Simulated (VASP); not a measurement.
## LiTlSe2: single point with HSE06

Crystal: LiTlSe2.

```xyz
4
Lattice="4.2639 0.0000 0.0000 0.0000 4.2639 0.0000 0.0000 0.0000 5.9802" Properties=species:S:1:pos:R:3 pbc="T T T"
Li    0.0000    0.0000    0.0000
Se    0.0000    2.1320    1.3708
Se    2.1320    0.0000    4.6095
Tl    2.1320    2.1320    2.9901
```

- Program: VASP 6.6.1
- Task: single point
- Functional: HSE06
- Potentials or basis: VASP PAW PBE potentials, release 64 (Li_sv, Se, Tl_d)
- Cutoff: 650 eV
- k mesh: 4 × 4 × 4
- Occupations: gaussian, width 0.01 eV
- Spin: no spin polarisation

The pressure is -0.4 GPa. The largest force is 0.122 eV/Å and the band gap on the k mesh is 1.16 eV.

Forces in eV/Å, atoms in the order of the input:
```
Li   0.000  0.000  0.000
Se   0.000  0.000  0.122
Se   0.000  0.000 -0.122
Tl   0.000  0.000  0.000
```

Stress tensor (GPa, compression positive):
```
-0.35  0.00  0.00
 0.00 -0.35  0.00
 0.00  0.00 -0.50
```

Levels at points of the mesh, in eV from the valence-band top:
```tsv
k point	band 10	band 11	band 12	band 13	band 14	band 15	band 16	band 17	band 18	band 19
(0.00, 0.00, 0.00)	-1.79	-1.79	-0.16	0.00	0.00	1.16	4.10	6.10	6.79	6.79
(0.50, 0.00, 0.00)	-2.35	-2.17	-1.79	-0.93	-0.57	3.07	6.36	6.50	7.26	7.48
(0.50, 0.50, 0.00)	-2.27	-2.19	-1.78	-1.78	-1.24	2.42	4.08	4.08	7.40	10.49
(0.00, 0.00, 0.50)	-1.42	-1.23	-1.23	-0.78	-0.78	2.89	4.21	5.94	7.70	7.86
(0.50, 0.00, 0.50)	-3.28	-0.87	-0.84	-0.57	-0.57	1.53	5.82	6.64	7.17	7.77
(0.50, 0.50, 0.50)	-2.95	-2.10	-2.10	-1.95	-1.67	4.06	6.16	6.16	7.98	7.98
```

Wall time 21 min on 4 MPI ranks on AMD EPYC 7R13 Processor (Zen 3) (shared host), peak memory 0.4 GiB a rank.

Caveat: the PAW data sets were made with another functional, which shifts forces and pressure a little; spin-orbit coupling is left out, which moves the levels of the heavy elements. A k mesh can miss the band edges.
